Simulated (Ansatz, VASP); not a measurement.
InSe: VASP beside Ansatz

Contents of INCAR:

```
SYSTEM = InSe
  ALGO = Normal
  EDIFF = 1E-8
  ENCUT = 520
  GGA = PE
  ISIF = 2
  ISMEAR = -1
  LASPH = .TRUE.
  LCHARG = .FALSE.
  LEFG = .TRUE.
  LREAL = .FALSE.
  LWAVE = .FALSE.
  NBANDS = 27
  NELM = 80
  PREC = Accurate
  SIGMA = 0.01
```

File KPOINTS:

```
k-points
0
G
  7 7 7
  0 0 0
```

Contents of POSCAR:

```
InSe
1.0
    1.9729693145      1.1390943648      8.2042687889
   -1.9729693145      1.1390943648      8.2042687889
    0.0000000000     -2.2781887297      8.2042687889
In Se
2 2
Direct
    0.0000000000      0.0000000000      0.0000000000
    0.1122000000      0.1122000000      0.1122000000
    0.6155000000      0.6155000000      0.6155000000
    0.8300000000      0.8300000000      0.8300000000
```

Input for Ansatz:

```yaml
crystal:
  lattice:
    - [1.9729693145, 1.1390943648, 8.2042687889]
    - [-1.9729693145, 1.1390943648, 8.2042687889]
    - [0.0, -2.2781887297, 8.2042687889]
  atoms:
    - { symbol: In, position: [0.0, 0.0, 0.0] }
    - { symbol: In, position: [0.1122, 0.1122, 0.1122] }
    - { symbol: Se, position: [0.6155, 0.6155, 0.6155] }
    - { symbol: Se, position: [0.83, 0.83, 0.83] }
kpoints:
  mp_grid: { grid: [7, 7, 7] }
scf:
  occupations: { method: fermi_dirac, width: 0.01 }
hamiltonian:
  xc: pbe
  pseudopotentials: { kind: all_electron, datasets: crystal }
output:
  forces: true
  stress: true
  eigenvalues: true
  efg: { contact_densities: true }
```

Change from the starting cell: volume scaled by 0.96, crystal datasets.

Alike in both runs: task electric field gradients; functional PBE; k mesh 7 × 7 × 7; occupations fermi-dirac, width 0.01 eV; no spin polarisation.

```csv
,VASP,Ansatz
version,VASP 6.6.1,Ansatz 0.2.0
potentials or method,"VASP PAW PBE potentials, release 64 (In_d, Se), cutoff 520 eV","all-electron PAW with datasets made for the crystal, scalar-relativistic"
```

|  | VASP | Ansatz | Ansatz less VASP |
| --- | --- | --- | --- |
| gap on the k mesh at the Fermi level (eV) | 0.83 | 0.85 | +0.012 |
| pressure (GPa) | 5.5 | 5.5 | -0.05 |
| traceless stress, the component that is largest in VASP (GPa) | -0.59 | -0.59 | +0.005 |
| rms of the force components (eV/Å) | 0.263 | 0.253 | -0.0097 |
| size of Vzz on the site where it differs most (V/Å²) | 63.0 | 66.2 | +3.20 |

Atom by atom the forces differ by 0.010 eV/Å (rms over components). Ansatz ran all-electron here, and VASP with PAW potentials.
